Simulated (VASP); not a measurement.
# Bi4O (Im-3m) in VASP: notebook

The runs below take Bi4O through single point, relaxation of cell and atoms, with PBE.

Program: VASP 6.6.1. These are calculated values, not measurements. Logs are shortened: lines on timing, memory, paths and dates and some standing lists are left out, and cuts for length are marked.

### Step 1. The cell of the first run

Symmetry: Im-3m, No. 229, cubic system. Conventional cell: a = 6.482 Å, b = 6.482 Å, c = 6.482 Å, α = 90.00°, β = 90.00°, γ = 90.00°. Within 3.7 Å of Bi (site symmetry -3m) lie 2 O at 2.81 Å and 6 Bi at 3.24 Å. Within 3.7 Å of O (site symmetry m-3m) lie 8 Bi at 2.81 Å.

The cell was generated, and may not be a known phase.

### Step 2. Single point, PBE

INCAR

```
  ALGO = Normal
  EDIFF = 1E-7
  ENCUT = 520
  GGA = PE
  ISIF = 2
  ISMEAR = 0
  LASPH = True
  LCHARG = False
  LREAL = False
  LWAVE = False
  NBANDS = 41
  NELM = 80
  PREC = Accurate
  SIGMA = 0.1
```

KPOINTS

```
k-points
0
Gamma
  4 4 4
```

POSCAR

```
Bi4O
1.0
   -3.2407509700      3.2407509700      3.2407509700
    3.2407509700     -3.2407509700      3.2407509700
    3.2407509700      3.2407509700     -3.2407509700
Bi O
4 1
Direct
    0.0000000000      0.0000000000      0.5000000000
    0.0000000000      0.5000000000      0.0000000000
    0.5000000000      0.0000000000      0.0000000000
    0.5000000000      0.5000000000      0.5000000000
    0.0000000000      0.0000000000      0.0000000000
```

Potentials or basis: VASP PAW PBE potentials, release 64 (Bi_d, O).

Run with:

```bash
$ cat potpaw_PBE.64/Bi_d/POTCAR potpaw_PBE.64/O/POTCAR > POTCAR
$ mpirun -np 1 vasp_std > vasp.out
```

OUTCAR:

```text
EDIFF = 1E-7
   ENCUT = 520
   GGA = PE
   ISIF = 2
   ISMEAR = 0
   LASPH = True
   LREAL = False
   NELM = 80
   PREC = Accurate

 ion  position               nearest neighbor table
   1  0.000  0.000  0.500-   5 2.81   5 2.81   4 3.24   2 3.24   3 3.24   2 3.24   3 3.24   4 3.24

   2  0.000  0.500  0.000-   5 2.81   5 2.81   4 3.24   1 3.24   3 3.24   1 3.24   4 3.24   3 3.24

   3  0.500  0.000  0.000-   5 2.81   5 2.81   4 3.24   1 3.24   4 3.24   2 3.24   1 3.24   2 3.24

   4  0.500  0.500  0.500-   5 2.81   5 2.81   3 3.24   1 3.24   3 3.24   2 3.24   1 3.24   2 3.24

   5  0.000  0.000  0.000-   1 2.81   2 2.81   3 2.81   4 2.81   1 2.81   2 2.81   3 2.81   4 2.81

  LATTYP: Found a body centered cubic cell.
 ALAT       =     6.4815019400

  Lattice vectors:

 A1 = (  -3.2407509700,   3.2407509700,   3.2407509700)
 A2 = (   3.2407509700,  -3.2407509700,   3.2407509700)
 A3 = (   3.2407509700,   3.2407509700,  -3.2407509700)

Analysis of symmetry for initial positions (statically):
=====================================================================
 Subroutine PRICEL returns:
 Original cell was already a primitive cell.

 Routine SETGRP: Setting up the symmetry group for a
 body centered cubic supercell.

 Subroutine GETGRP returns: Found 48 space group operations
 (whereof 48 operations were pure point group operations)
 out of a pool of 48 trial point group operations.

The static configuration has the point symmetry O_h .

Analysis of symmetry for dynamics (positions and initial velocities):
=====================================================================
 Subroutine PRICEL returns:
 Original cell was already a primitive cell.

 Routine SETGRP: Setting up the symmetry group for a
 body centered cubic supercell.

 Subroutine GETGRP returns: Found 48 space group operations
 (whereof 48 operations were pure point group operations)
 out of a pool of 48 trial point group operations.

The dynamic configuration has the point symmetry O_h .

 Subroutine INISYM returns: Found 48 space group operations
 (whereof 48 operations are pure point group operations),
 and found     1 'primitive' translations

----------------------------------------------------------------------------------------

                                     Primitive cell

  volume of cell :     136.1435

  direct lattice vectors                    reciprocal lattice vectors
    -3.240750970  3.240750970  3.240750970     0.000000000  0.154285227  0.154285227
     3.240750970 -3.240750970  3.240750970     0.154285227  0.000000000  0.154285227
     3.240750970  3.240750970 -3.240750970     0.154285227  0.154285227  0.000000000

  length of vectors
     5.613145335  5.613145335  5.613145335     0.218192261  0.218192261  0.218192261

  position of ions in fractional coordinates (direct lattice)
     0.000000000  0.000000000  0.500000000
     0.000000000  0.500000000  0.000000000
     0.500000000  0.000000000  0.000000000
     0.500000000  0.500000000  0.500000000
     0.000000000  0.000000000  0.000000000

  ion indices of the primitive-cell ions
   primitive index   ion index
                 1           1
                 2           2
                 3           3
                 4           4
                 5           5

----------------------------------------------------------------------------------------

 KPOINTS: k-points

Automatic generation of k-mesh.
 Grid dimensions read from file:
 generate k-points for:    4    4    4

 Generating k-lattice:

  Cartesian coordinates                     Fractional coordinates (reciprocal lattice)
     0.000000000  0.038571307  0.038571307     0.250000000  0.000000000  0.000000000
     0.038571307  0.000000000  0.038571307     0.000000000  0.250000000  0.000000000
     0.038571307  0.038571307  0.000000000     0.000000000  0.000000000  0.250000000

  Length of vectors
     0.054548065  0.054548065  0.054548065

  Shift w.r.t. Gamma in fractional coordinates (k-lattice)
     0.000000000  0.000000000  0.000000000

 Subroutine IBZKPT returns following result:
 ===========================================

 Found      8 irreducible k-points:

 Following reciprocal coordinates:
            Coordinates               Weight
  0.000000  0.000000  0.000000      1.000000
  0.250000  0.000000  0.000000     12.000000
  0.500000  0.000000  0.000000      6.000000
  0.250000  0.250000  0.000000     24.000000
  0.250000  0.250000  0.250000      2.000000
 -0.250000  0.250000  0.250000      6.000000
  0.500000  0.500000  0.250000     12.000000
  0.500000  0.500000  0.500000      1.000000
   k-points           NKPTS =      8   k-points in BZ     NKDIM =      8   number of bands    NBANDS=     41
   number of dos      NEDOS =    301   number of ions     NIONS =      5
   total plane-waves  NPLWV =  74088
   dimension x,y,z NGX =    42 NGY =   42 NGZ =   42
   dimension x,y,z NGXF=    84 NGYF=   84 NGZF=   84
   ions per type =               4   1
   NGX,Y,Z   is equivalent  to a cutoff of  12.44, 12.44, 12.44 a.u.
   NGXF,Y,Z  is equivalent  to a cutoff of  24.88, 24.88, 24.88 a.u.
 SYSTEM =  unknown system
   PREC   = accura    normal or accurate (medium, high low for compatibility)
   ISTART =      0    job   : 0-new  1-cont  2-samecut
   ICHARG =      2    charge: 1-file 2-atom 10-const
   ISPIN  =      1    spin polarized calculation?
   LNONCOLLINEAR =      F non collinear calculations
   LSORBIT =      F    spin-orbit coupling
   LASPH  =      T    aspherical Exc in radial PAW
   ENCUT  =  520.0 eV  38.22 Ry    6.18 a.u.  10.44 10.44 10.44*2*pi/ulx,y,z
   NELM   =     80;   NELMIN=  2; NELMDL= -5     # of ELM steps
   EDIFF  = 0.1E-06   stopping-criterion for ELM
   LREAL  =      F    real-space projection
   EDIFFG = 0.1E-05   stopping-criterion for IOM
   NSW    =      0    number of steps for IOM
   IBRION =     -1    ionic relax: 0-MD 1-quasi-New 2-CG
   NFREE  =      0    steps in history (QN), initial steepest desc. (CG)
   ISIF   =      2    stress and relaxation
   ISYM   =      2    0-nonsym 1-usesym 2-fastsym
   POTIM  = 0.5000    time-step for ionic-motion
   TEBEG  =    0.0;   TEEND  =   0.0 temperature during run
   PSTRESS=    0.0 pullay stress
   NELECT =      66.0000    total number of electrons
   NUPDOWN=      -1.0000    fix difference up-down
   EMIN   =  10.00;   EMAX   =-10.00  energy-range for DOS
   EFERMI =   0.00;   METHOD = LEGACY
   ISMEAR =     0;   SIGMA  =   0.10  broadening in eV -4-tet -1-fermi 0-gaus
   EFERMI_NEDOS =   21; number of points for ismear=-14 and -15
   IALGO  =     38    algorithm
   IMIX   =      4    mixing-type and parameters
     AMIX     =   0.40;   BMIX     =  1.00
     AMIX_MAG =   1.60;   BMIX_MAG =  1.00
  volume/ion in A,a.u.               =      27.23       183.75
  Fermi-wavevector in a.u.,A,eV,Ry     =   1.286048  2.430278 22.502938  1.653919
  Thomas-Fermi vector in A             =   2.418146
   LORBIT       =      0    0 simple, 1 ext, 2 COOP (PROOUT), +10 PAW based schemes
   GGA     = PE    functional components
   LHFCALC =     F    Hartree Fock is set to
   AEXX    =    0.0000 exact exchange contribution
   IVDW    =     0    specifies the selected vdW correction
   LEPSILON=     F    determine dielectric tensor
   LRPA    =     F    only Hartree local field effects (RPA)
 non-spin polarized calculation
 Gauss-broadening in eV      SIGMA  =   0.10
  energy-cutoff  :      520.00
  volume of cell :      136.14
 maximum number of plane-waves:      3700
 NGX is ok and might be reduce to    42
   NGX = 21   NGY = 21   NGZ = 21

 number of electron      65.9999986 magnetization

 Free energy of the ion-electron system (eV)
  ---------------------------------------------------
  ext. energy  EPLUGINS =         0.00000000
  ---------------------------------------------------
  free energy    TOTEN  =       -20.40443594 eV

  energy without entropy =      -20.36799479  energy(sigma->0) =      -20.38621536

 E-fermi :   6.9927     XC(G=0): -10.1100

 val. band max:        6.9770851388   @ k =   0.2500   0.2500   0.0000
 cond. band min:       6.9931239083   @ k =   0.0000   0.0000   0.0000
 fundamental gap:      0.0160387696
 Fermi energy:         6.9927095396

 k-point     1 :       0.0000    0.0000    0.0000
  band No.  band energies     occupation
      1     -16.0128      2.00000
      2     -16.0128      2.00000
      3     -15.9369      2.00000
      4     -15.8661      2.00000
      5     -15.8661      2.00000
      6     -15.8661      2.00000
[... 33 lines left out ...]
     40      11.9508      0.00000
     41      14.0844      0.00000

 k-point     2 :       0.2500    0.0000    0.0000
  band No.  band energies     occupation
      1     -15.9897      2.00000
      2     -15.9530      2.00000
      3     -15.9054      2.00000
      4     -15.8861      2.00000
      5     -15.8345      2.00000
      6     -15.8339      2.00000
[... 33 lines left out ...]
     40      11.7227      0.00000
     41      11.9415      0.00000

 k-point     3 :       0.5000    0.0000    0.0000
  band No.  band energies     occupation
      1     -15.9374      2.00000
      2     -15.9355      2.00000
      3     -15.8478      2.00000
      4     -15.8279      2.00000
      5     -15.8217      2.00000
      6     -15.8199      2.00000
[... 33 lines left out ...]
     40      12.4142      0.00000
     41      12.7483      0.00000

 k-point     4 :       0.2500    0.2500    0.0000
  band No.  band energies     occupation
      1     -15.9441      2.00000
      2     -15.8786      2.00000
      3     -15.8776      2.00000
      4     -15.8673      2.00000
      5     -15.8510      2.00000
      6     -15.8034      2.00000
[... 33 lines left out ...]
     40      11.1000      0.00000
     41      12.4746      0.00000

 k-point     5 :       0.2500    0.2500    0.2500
  band No.  band energies     occupation
      1     -15.8118      2.00000
      2     -15.8051      2.00000
      3     -15.8051      2.00000
      4     -15.8045      2.00000
      5     -15.8045      2.00000
      6     -15.8045      2.00000
[... 33 lines left out ...]
     40       8.6066      0.00000
     41      15.4686      0.00000

 k-point     6 :      -0.2500    0.2500    0.2500
  band No.  band energies     occupation
      1     -16.0042      2.00000
      2     -15.9129      2.00000
      3     -15.9129      2.00000
      4     -15.8974      2.00000
      5     -15.8739      2.00000
      6     -15.8089      2.00000
[... 33 lines left out ...]
     40      12.4558      0.00000
     41      12.8906      0.00000

 k-point     7 :       0.5000    0.5000    0.2500
  band No.  band energies     occupation
      1     -15.9706      2.00000
      2     -15.9699      2.00000
      3     -15.9359      2.00000
      4     -15.8573      2.00000
      5     -15.8505      2.00000
      6     -15.8320      2.00000
[... 33 lines left out ...]
     40      12.1258      0.00000
     41      12.6440      0.00000

 k-point     8 :       0.5000    0.5000    0.5000
  band No.  band energies     occupation
      1     -15.9961      2.00000
      2     -15.9961      2.00000
      3     -15.9961      2.00000
      4     -15.8618      2.00000
      5     -15.8618      2.00000
      6     -15.8618      2.00000
[... 33 lines left out ...]
     40      12.1162      0.00000
     41      13.4279      0.00000

------------------------ aborting loop because EDIFF is reached ----------------------------------------

  FORCE on cell =-STRESS in cart. coord.  units (eV):
  Direction    XX          YY          ZZ          XY          YZ          ZX
  --------------------------------------------------------------------------------------
  -------------------------------------------------------------------------------------
  Total        1.1228772      1.1228772      1.1228772     -0.0000000      0.0000000      0.0000000
  in kB       13.2143516     13.2143516     13.2143516     -0.0000000      0.0000000      0.0000000
  external PRESSURE =      13.2143516 kB  Pullay stress =       0.0000000 kB

 VOLUME and BASIS-vectors are now :
 -----------------------------------------------------------------------------
  energy-cutoff  :      520.00
  volume of cell :      136.14
      direct lattice vectors                 reciprocal lattice vectors
    -3.240750970  3.240750970  3.240750970     0.000000000  0.154285227  0.154285227
     3.240750970 -3.240750970  3.240750970     0.154285227  0.000000000  0.154285227
     3.240750970  3.240750970 -3.240750970     0.154285227  0.154285227  0.000000000

 POSITION                                       TOTAL-FORCE (eV/Angst)
 -----------------------------------------------------------------------------------
      1.62038      1.62038     -1.62038         0.000000      0.000000      0.000000
      1.62038     -1.62038      1.62038        -0.000000     -0.000000      0.000000
     -1.62038      1.62038      1.62038        -0.000000      0.000000     -0.000000
      1.62038      1.62038      1.62038        -0.000000     -0.000000     -0.000000
      0.00000      0.00000      0.00000        -0.000000      0.000000      0.000000
 -----------------------------------------------------------------------------------
    total drift:                               -0.000000     -0.000000      0.000000

  FREE ENERGIE OF THE ION-ELECTRON SYSTEM (eV)
  ---------------------------------------------------
  free  energy   TOTEN  =       -20.4044359439 eV

  energy  without entropy=      -20.3679947859  energy(sigma->0) =      -20.38621536
```

It took 48 s on 1 thread of Intel Xeon 6975P-C (Granite Rapids), shared host; peak memory 0.25 GiB.

What came out:

```yaml
Free_energy: -20.4044 eV
Pressure: 1.3 GPa
Band_gap_on_the_k_mesh: zero (bands 33 and 34 overlap by 1.43 eV)
```

Caveat: spin-orbit coupling is left out, which moves the levels of the heavy elements.

[end of part 1 of 3]

The gap in the log of VASP goes by the Fermi energy; the results here count the filled bands.